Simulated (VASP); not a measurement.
# Si62Sb (a cell with a defect) in VASP: notebook

Runs on Si62Sb (a cell with a defect). Level: PBE+D3(BJ). Tasks: single point.

Program: VASP 6.6.1. These are calculated values, not measurements. Logs are shortened: lines on timing, memory, paths and dates and some standing lists are left out, and cuts for length are marked.

## Step 1: The cell of the first run

The cell holds a defect, 63 atoms: a = 10.860 Å, b = 10.860 Å, c = 10.860 Å, α = 90.00°, β = 90.00°, γ = 90.00°.

## Step 2: Single point, PBE+D3(BJ)

The input, INCAR:

```
PREC = Accurate ; ENCUT = 520
EDIFF = 1E-7 ; ISMEAR = 0
SIGMA = 0.02 ; LREAL = Auto
LASPH = T ; NELM = 80
ALGO = Normal ; ISIF = 2
LWAVE = F ; LCHARG = F
GGA = PE ; IVDW = 12
NBANDS = 164 ; NELECT = 254.0
```

The input, KPOINTS:

```
Automatic mesh
0
Gamma
  1 1 1
```

The input, POSCAR:

```
Si62Sb
1.0
   10.8600000000      0.0000000000      0.0000000000
    0.0000000000     10.8600000000      0.0000000000
    0.0000000000      0.0000000000     10.8600000000
Si Sb
62 1
Direct
    0.5018521179      0.0000255985     -0.0005943831
    0.6262310313      0.1255746777      0.1244253223
    0.7506699816      0.2500666667     -0.0000666667
    0.8779984346      0.3734098527      0.1234116022
    0.7504157459      0.0002420810      0.2497579190
    0.8753618785      0.1252997238      0.3746381215
    0.0016906077      0.0016906077      0.0047700737
    0.3792227440      0.3792227440      0.1289608656
    0.5004339779      0.5004339779     -0.0015801105
    0.6242992634      0.6242992634      0.1255639042
    0.7486486188      0.7486486188      0.0018969613
    0.8753618785      0.8753618785      0.1247002762
    0.2452299263      0.0016906077      0.2483093923
    0.3734098527      0.1265883978      0.3720015654
    0.5018521179      0.2505943831      0.2499744015
    0.6272027624      0.3747772560      0.3752431860
    0.7517056169      0.4988047882      0.2495428177
    0.8755160221      0.6254587477      0.3744839779
    0.4988047882      0.0004571823      0.4982943831
    0.6242992634      0.1244360958      0.6257007366
    0.7486486188      0.2481030387      0.5013513812
    0.8747568140      0.3747772560      0.6227972376
    0.7517056169      0.0004571823      0.7511952118
    0.8779984346      0.1265883978      0.8765901473
    0.0000255985      0.5018521179     -0.0005943831
    0.1255746777      0.6262310313      0.1244253223
    0.2500666667      0.7506699816     -0.0000666667
    0.3734098527      0.8779984346      0.1234116022
    0.0016906077      0.2452299263      0.2483093923
    0.1265883978      0.3734098527      0.3720015654
    0.2505943831      0.5018521179      0.2499744015
    0.3747772560      0.6272027624      0.3752431860
    0.4988047882      0.7517056169      0.2495428177
    0.6254587477      0.8755160221      0.3744839779
    0.0002420810      0.0002420810      0.4995842541
    0.1255746777      0.1255746777      0.6237689687
    0.2500666667      0.2500666667      0.4993300184
    0.3754639042      0.3754639042      0.6234609576
    0.5005491713      0.5005491713      0.4989948435
    0.6250677716      0.6250677716      0.6249322284
    0.7494155617      0.7494155617      0.5005844383
    0.8755160221      0.8755160221      0.6245412523
    0.2505943831      0.0000255985      0.7481478821
    0.3792227440      0.1210391344      0.8707772560
    0.5004339779      0.2515801105      0.7495660221
    0.6265390424      0.3754639042      0.8745360958
    0.7510051565      0.5005491713      0.7494508287
    0.8747568140      0.6272027624      0.8752227440
    0.0002420810      0.7504157459      0.2497579190
    0.1252997238      0.8753618785      0.3746381215
    0.0004571823      0.4988047882      0.4982943831
    0.1244360958      0.6242992634      0.6257007366
    0.2481030387      0.7486486188      0.5013513812
    0.3747772560      0.8747568140      0.6227972376
    0.0000255985      0.2505943831      0.7481478821
    0.1210391344      0.3792227440      0.8707772560
    0.2515801105      0.5004339779      0.7495660221
    0.3754639042      0.6265390424      0.8745360958
    0.5005491713      0.7510051565      0.7494508287
    0.6272027624      0.8747568140      0.8752227440
    0.0004571823      0.7517056169      0.7511952118
    0.1265883978      0.8779984346      0.8765901473
    0.2240230203      0.2240230203      0.0259769797
```

Potentials or basis: VASP PAW PBE potentials, release 64 (Si, Sb).

Run with:

```
$ cat potpaw_PBE.64/Si/POTCAR potpaw_PBE.64/Sb/POTCAR > POTCAR
$ mpirun -np 1 vasp_gam > vasp.out
```

OUTCAR:

```text
PREC = Accurate
   ENCUT = 520
   EDIFF = 1E-7
   ISMEAR = 0
   LREAL = Auto
   LASPH = T
   NELM = 80
   ISIF = 2
   GGA = PE
   IVDW = 12
   NELECT = 254.0
 IVDW          = 12

 ion  position               nearest neighbor table
   1  0.502  0.000  0.999-  44 2.33  28 2.35  60 2.35   2 2.35
   2  0.626  0.126  0.124-   3 2.34   5 2.35   1 2.35  15 2.35
   3  0.751  0.250  1.000-   2 2.34   4 2.35  24 2.35  46 2.35
   4  0.878  0.373  0.123-   3 2.35  25 2.35  29 2.36  17 2.37
   5  0.750  0.000  0.250-  34 2.35   2 2.35  12 2.35   6 2.35
   6  0.875  0.125  0.375-  29 2.34  35 2.35   5 2.35  21 2.36
[... 54 lines left out ...]
  61  0.000  0.752  0.751-  48 2.35  42 2.35  52 2.36  62 2.37
  62  0.127  0.878  0.877-  27 2.35  43 2.35   7 2.36  61 2.37
  63  0.224  0.224  0.026-  44 2.63  56 2.63   8 2.63  29 3.42   7 3.42  13 3.42

  LATTYP: Found a simple cubic cell.
 ALAT       =    10.8600000000

  Lattice vectors:

 A1 = (  10.8600000000,   0.0000000000,   0.0000000000)
 A2 = (   0.0000000000,  10.8600000000,   0.0000000000)
 A3 = (   0.0000000000,   0.0000000000,  10.8600000000)

Analysis of symmetry for initial positions (statically):
=====================================================================
 Subroutine PRICEL returns:
 Original cell was already a primitive cell.

 Routine SETGRP: Setting up the symmetry group for a
 simple cubic supercell.

 Subroutine GETGRP returns: Found  6 space group operations
 (whereof  2 operations were pure point group operations)
 out of a pool of 48 trial point group operations.

The static configuration has the point symmetry C_1h.
 The point group associated with its full space group is C_3v.

Analysis of symmetry for dynamics (positions and initial velocities):
=====================================================================
 Subroutine PRICEL returns:
 Original cell was already a primitive cell.

 Routine SETGRP: Setting up the symmetry group for a
 simple cubic supercell.

 Subroutine GETGRP returns: Found  6 space group operations
 (whereof  2 operations were pure point group operations)
 out of a pool of 48 trial point group operations.

The dynamic configuration has the point symmetry C_1h.
 The point group associated with its full space group is C_3v.

 Subroutine INISYM returns: Found  6 space group operations
 (whereof  2 operations are pure point group operations),
 and found     1 'primitive' translations
[... 197 lines left out ...]
   IBRION =     -1    ionic relax: 0-MD 1-quasi-New 2-CG
   NFREE  =      0    steps in history (QN), initial steepest desc. (CG)
   ISIF   =      2    stress and relaxation
   ISYM   =      2    0-nonsym 1-usesym 2-fastsym
   POTIM  = 0.5000    time-step for ionic-motion
   TEBEG  =    0.0;   TEEND  =   0.0 temperature during run
   PSTRESS=    0.0 pullay stress
   NELECT =     254.0000    total number of electrons
   NUPDOWN=      -1.0000    fix difference up-down
   EMIN   =  10.00;   EMAX   =-10.00  energy-range for DOS
   EFERMI =   0.00;   METHOD = LEGACY
   ISMEAR =     0;   SIGMA  =   0.02  broadening in eV -4-tet -1-fermi 0-gaus
   EFERMI_NEDOS =   21; number of points for ismear=-14 and -15
   IALGO  =     38    algorithm
   IMIX   =      4    mixing-type and parameters
     AMIX     =   0.40;   BMIX     =  1.00
     AMIX_MAG =   1.60;   BMIX_MAG =  1.00
  volume/ion in A,a.u.               =      20.33       137.20
  Fermi-wavevector in a.u.,A,eV,Ry     =   0.954677  1.804077 12.400449  0.911407
  Thomas-Fermi vector in A             =   2.083445
   LORBIT       =      0    0 simple, 1 ext, 2 COOP (PROOUT), +10 PAW based schemes
   GGA     = PE    functional components
   LHFCALC =     F    Hartree Fock is set to
   AEXX    =    0.0000 exact exchange contribution
   IVDW    =    12    specifies the selected vdW correction
   LEPSILON=     F    determine dielectric tensor
   LRPA    =     F    only Hartree local field effects (RPA)
 non-spin polarized calculation
 Gauss-broadening in eV      SIGMA  =   0.02
  energy-cutoff  :      520.00
  volume of cell :     1280.82
 maximum number of plane-waves:     17229
 NGX is ok and might be reduce to    84
   NGX = 41   NGY = 41   NGZ = 41

 number of electron     253.9999986 magnetization

 Free energy of the ion-electron system (eV)
  ---------------------------------------------------
  ext. energy  EPLUGINS =         0.00000000
  ---------------------------------------------------
  free energy    TOTEN  =      -324.45585257 eV

  energy without entropy =     -324.43328496  energy(sigma->0) =     -324.44456876

 E-fermi :   6.4105     XC(G=0):  -9.3891

 val. band max:        6.1288592516   @ k =   0.0000   0.0000   0.0000
 cond. band min:       6.4104829094   @ k =   0.0000   0.0000   0.0000
 fundamental gap:      0.2816236579
 Fermi energy:         6.4104829057

 k-point     1 :       0.0000    0.0000    0.0000
  band No.  band energies     occupation
      1      -6.1609      2.00000
      2      -5.1378      2.00000
      3      -5.1040      2.00000
      4      -5.1040      2.00000
      5      -5.0809      2.00000
      6      -5.0809      2.00000
[... 131 lines left out ...]
    138       7.0069      0.00000
    139       7.0069      0.00000
 [bands above 139 left out]

------------------------ aborting loop because EDIFF is reached ----------------------------------------

 Edisp (eV)  -20.12954

 E6    (eV) :   -11.7589

 E8    (eV) :    -8.3706

  FORCE on cell =-STRESS in cart. coord.  units (eV):
  Direction    XX          YY          ZZ          XY          YZ          ZX
  --------------------------------------------------------------------------------------
  -------------------------------------------------------------------------------------
  Total       9.93721     9.93721     9.93721     2.84318    -2.84318    -2.84318
  in kB      12.43041    12.43041    12.43041     3.55652    -3.55652    -3.55652
  external pressure =       12.43 kB  Pullay stress =        0.00 kB

 VOLUME and BASIS-vectors are now :
 -----------------------------------------------------------------------------
  energy-cutoff  :      520.00
  volume of cell :     1280.82
      direct lattice vectors                 reciprocal lattice vectors
    10.860000000  0.000000000  0.000000000     0.092081031  0.000000000  0.000000000
     0.000000000 10.860000000  0.000000000     0.000000000  0.092081031  0.000000000
     0.000000000  0.000000000 10.860000000     0.000000000  0.000000000  0.092081031

 POSITION                                       TOTAL-FORCE (eV/Angst)
 -----------------------------------------------------------------------------------
      5.45011      0.00028     10.85354        -0.001620     -0.001396     -0.000377
      6.80087      1.36374      1.35126        -0.001233     -0.002570      0.002570
      8.15228      2.71572     10.85928         0.005839      0.000696     -0.000696
      9.53506      4.05523      1.34025         0.005215     -0.008450     -0.004057
      8.14952      0.00263      2.71237         0.012643      0.005942     -0.005942
      9.50643      1.36076      4.06857        -0.002499      0.000182      0.002499
[... 55 lines left out ...]
      1.37475      9.53506      9.51977         0.004057      0.005215      0.008450
      2.43289      2.43289      0.28211        -0.034909     -0.034909      0.034909
 -----------------------------------------------------------------------------------
    total drift:                               -0.010582     -0.010582      0.010582

  FREE ENERGIE OF THE ION-ELECTRON SYSTEM (eV)
  ---------------------------------------------------
  free  energy   TOTEN  =      -344.5853900482 eV

  energy  without entropy=     -344.5628224321  energy(sigma->0) =     -344.57410624
```

Run time: 4.4 min. Hardware: 1 thread of Intel Xeon 6975P-C (Granite Rapids), shared host; peak memory 1 GiB.

Results:

```
Free energy                : -344.5854 eV
Largest force              : 0.060 eV/Å
Dispersion energy per atom : -0.320 eV
```

Forces on the atoms (eV/Å):
```
Si  -0.002 -0.001  0.000
Si  -0.001 -0.003  0.003
Si   0.006  0.001 -0.001
Si   0.005 -0.008 -0.004
Si   0.013  0.006 -0.006
Si  -0.002  0.000  0.002
Si  -0.014 -0.014 -0.031
Si   0.019  0.019  0.001
Si  -0.002 -0.002 -0.006
Si  -0.004 -0.004  0.006
Si  -0.002 -0.002  0.008
Si  -0.002 -0.002  0.000
Si   0.031 -0.014  0.014
Si  -0.008  0.004 -0.005
Si  -0.002  0.000  0.001
Si   0.003 -0.005  0.001
Si   0.003  0.003  0.004
Si  -0.002 -0.002  0.002
Si   0.003 -0.004 -0.003
Si  -0.004 -0.006  0.004
Si  -0.002 -0.008  0.002
Si  -0.001 -0.005 -0.003
Si   0.003 -0.004 -0.003
Si   0.005  0.004  0.008
Si  -0.001 -0.002  0.000
Si  -0.003 -0.001  0.003
Si   0.001  0.006 -0.001
Si  -0.008  0.005 -0.004
Si  -0.014  0.031  0.014
Si   0.004 -0.008 -0.005
Si   0.000 -0.002  0.001
Si  -0.005  0.003  0.001
Si   0.003  0.003  0.004
Si  -0.002 -0.002  0.002
Si   0.006  0.006 -0.013
Si  -0.003 -0.003  0.001
Si   0.001  0.001 -0.006
Si  -0.001 -0.001 -0.002
Si   0.001  0.001 -0.007
Si  -0.002 -0.002  0.002
Si  -0.001 -0.001  0.001
Si  -0.002 -0.002  0.002
Si   0.000 -0.001  0.002
Si   0.019 -0.001 -0.019
Si  -0.002  0.006  0.002
Si   0.002 -0.001  0.001
Si   0.007  0.001 -0.001
Si  -0.001  0.003  0.005
Si   0.006  0.013 -0.006
Si   0.000 -0.002  0.002
Si  -0.004  0.003 -0.003
Si  -0.006 -0.004  0.004
Si  -0.008 -0.002  0.002
Si  -0.005 -0.001 -0.003
Si  -0.001  0.000  0.002
Si  -0.001  0.019 -0.019
Si   0.006 -0.002  0.002
Si  -0.001  0.002  0.001
Si   0.001  0.007 -0.001
Si   0.003 -0.001  0.005
Si  -0.004  0.003 -0.003
Si   0.004  0.005  0.008
Sb  -0.035 -0.035  0.035
```

Caveat: the k points lie up to 0.58 Å⁻¹ apart; the cell carries a net charge on a neutralising background, which shifts energy and pressure; the cell is charged against a uniform background, so pressure and absolute levels hang on convention; spin-orbit coupling is left out, which moves the levels of the heavy elements.

## Step 3: Single point, PBE+D3(BJ)

The input, INCAR:

```
SYSTEM = Si62Sb
PREC = Accurate ; ENCUT = 520
EDIFF = 1E-6 ; ISMEAR = 0
SIGMA = 0.02 ; LREAL = Auto
LASPH = .True. ; NELM = 60
ALGO = Normal ; ISIF = 2
LWAVE = .False. ; LCHARG = .False.
GGA = PE ; IVDW = 12
NBANDS = 164 ; NELECT = 254.0
```

The input, KPOINTS:

```
Automatic mesh
0
Gamma
  1 1 1
  0 0 0
```

The input, POSCAR:

```
Si62Sb
1.0
   10.8600000000      0.0000000000      0.0000000000
    0.0000000000     10.8600000000      0.0000000000
    0.0000000000      0.0000000000     10.8600000000
Si Sb
62 1
Direct
    0.4973346473      0.0014033568      0.0030983357
    0.6247758918      0.1254679320      0.1252899592
    0.7486458626      0.2501210943      0.0004910676
    0.8729238371      0.3750144465      0.1263048667
    0.7481994719     -0.0002755387      0.2504314859
    0.8743694669      0.1230155418      0.3754412772
   -0.0030264733     -0.0020000153     -0.0029238909
    0.3768425315      0.3757847319      0.1242073180
    0.5000096979      0.5009450916      0.0011860390
    0.6275352255      0.6282807650      0.1222780885
    0.7517259095      0.7526370285     -0.0014491029
    0.8756345238      0.8756748132      0.1270121281
    0.2528931895     -0.0024356251      0.2530176755
    0.3742847739      0.1239898187      0.3773419012
    0.4974356973      0.2474504358      0.2501515478
    0.6225287693      0.3757823862      0.3736813112
    0.7471869780      0.5012536672      0.2494022852
    0.8740914414      0.6237663512      0.3757303012
    0.5004814003      0.0011609362      0.5028497079
    0.6270302891      0.1286200709      0.6229022472
    0.7512240496      0.2526995394      0.4983330816
    0.8761128235      0.3756237680      0.6267512311
    0.7470455682      0.0010129426      0.7492453913
    0.8724304716      0.1239880219      0.8754704917
    0.0005882842      0.4980385157      0.0024415722
    0.1251720805      0.6249936957      0.1246922731
    0.2493775489      0.7494440450      0.0003975660
    0.3745837497      0.8731719922      0.1264230128
   -0.0042467583      0.2530020659      0.2539097700
    0.1235667397      0.3751347312      0.3766311516
    0.2477623849      0.4977153789      0.2485363308
    0.3743409141      0.6227943264      0.3739302343
    0.4998678724      0.7470862233      0.2499873137
    0.6231751691      0.8747602197      0.3753322024
   -0.0008030521     -0.0001222565      0.5020278867
    0.1247142339      0.1255945061      0.6252778603
    0.2492947996      0.2501168127      0.5011395433
    0.3742129916      0.3750111437      0.6262947790
    0.4990230338      0.5000811969      0.5014761180
    0.6255950491      0.6264905919      0.6243153605
    0.7499203320      0.7507497942      0.4998411593
    0.8744032491      0.8745837824      0.6266520453
    0.2471665341      0.0015457268      0.7524106375
    0.3759636877      0.1252379890      0.8741751926
    0.4991970284      0.2494936325      0.7506260671
    0.6237005835      0.3753099222      0.8754245482
    0.7487912657      0.5000597214      0.7504043684
    0.8758555656      0.6229974334      0.8753904251
   -0.0009757802      0.7478980898      0.2505651316
    0.1224073285      0.8756326419      0.3742950841
    0.0004906771      0.5013511324      0.5026563534
    0.1277942106      0.6281166512      0.6226002129
    0.2509631331      0.7524303623      0.4980799269
    0.3751061835      0.8766818410      0.6269201416
   -0.0007455720      0.2475380227      0.7520884870
    0.1246422255      0.3760757436      0.8730728221
    0.2486371369      0.5006289915      0.7499779941
    0.3739788036      0.6240227664      0.8758596945
    0.4985032751      0.7488743313      0.7509762467
    0.6225164162      0.8767741263      0.8745723838
   -0.0001695296      0.7471496641      0.7498500483
    0.1234298990      0.8734829982      0.8751163631
    0.1532146612      0.1546060857      0.0971541470
```

Potentials or basis: VASP PAW PBE potentials, release 64 (Si, Sb).

Run with:

```
$ cat potpaw_PBE.64/Si/POTCAR potpaw_PBE.64/Sb/POTCAR > POTCAR
$ mpirun -np 1 vasp_gam > vasp.out
```

Run time: 8 min. Hardware: 1 thread of Intel Xeon Platinum 8559C (Emerald Rapids), shared host; peak memory 1 GiB.

Results (log left out):

```
Free energy                : -344.5918 eV
Largest force              : 0.074 eV/Å
Dispersion energy per atom : -0.319 eV
```

Forces in eV/Å, atoms in the order of the input:
```
Si   0.004 -0.001 -0.003
Si  -0.008  0.000 -0.001
Si   0.001 -0.005 -0.002
Si   0.001  0.004  0.009
Si   0.004  0.005  0.000
Si  -0.003 -0.005  0.005
Si  -0.022 -0.024 -0.026
Si  -0.010  0.002  0.017
Si   0.017  0.010 -0.013
Si  -0.011 -0.008  0.003
Si   0.001  0.000 -0.013
Si  -0.002  0.001  0.011
Si   0.022 -0.018  0.022
Si   0.003 -0.004  0.003
Si   0.000 -0.008 -0.004
Si   0.001  0.004 -0.002
Si  -0.001 -0.004 -0.005
Si   0.000  0.001  0.001
Si   0.000  0.004  0.000
Si  -0.007 -0.002  0.010
Si   0.004  0.002 -0.006
Si   0.000  0.004  0.003
Si   0.000  0.003  0.002
Si   0.000  0.000  0.002
Si   0.002 -0.001 -0.004
Si  -0.004 -0.006  0.008
Si  -0.001 -0.002 -0.005
Si   0.000  0.001  0.009
Si  -0.021  0.012  0.020
Si  -0.006  0.007  0.003
Si  -0.001 -0.005 -0.002
Si  -0.001  0.003  0.000
Si  -0.004 -0.002 -0.007
Si  -0.001  0.002  0.000
Si   0.005  0.003 -0.007
Si  -0.002 -0.002  0.005
Si   0.001 -0.003 -0.002
Si   0.002  0.004  0.009
Si   0.003  0.002 -0.006
Si  -0.004 -0.006  0.005
Si  -0.003  0.000 -0.001
Si  -0.001  0.006 -0.002
Si   0.004  0.004  0.000
Si  -0.012 -0.023  0.007
Si   0.012  0.012 -0.014
Si  -0.012  0.001 -0.005
Si   0.001  0.003  0.003
Si  -0.001  0.000  0.003
Si   0.005 -0.005 -0.006
Si  -0.004  0.000  0.007
Si   0.007 -0.001  0.001
Si  -0.010 -0.009  0.011
Si   0.006  0.000 -0.008
Si  -0.005  0.009  0.010
Si   0.004 -0.007 -0.005
Si  -0.012 -0.002  0.012
Si   0.015  0.010 -0.009
Si  -0.007 -0.008 -0.001
Si   0.009  0.003 -0.005
Si  -0.002  0.004  0.005
Si   0.006  0.000  0.001
Si  -0.004 -0.002  0.004
Sb   0.040  0.035 -0.052
```

Levels at points of the mesh, in eV from the Fermi level:
```csv
k point,band 123,band 124,band 125,band 126,band 127,band 128,band 129,band 130,band 131,band 132
"(0.00, 0.00, 0.00)",-0.96,-0.94,-0.94,-0.28,0.00,0.00,0.08,0.09,0.11,0.20
```

Caveat: the k points lie up to 0.58 Å⁻¹ apart; the cell carries a net charge on a neutralising background, which shifts energy and pressure; the cell is charged against a uniform background, so pressure and absolute levels hang on convention; spin-orbit coupling is left out, which moves the levels of the heavy elements.

[end of part 1 of 2]
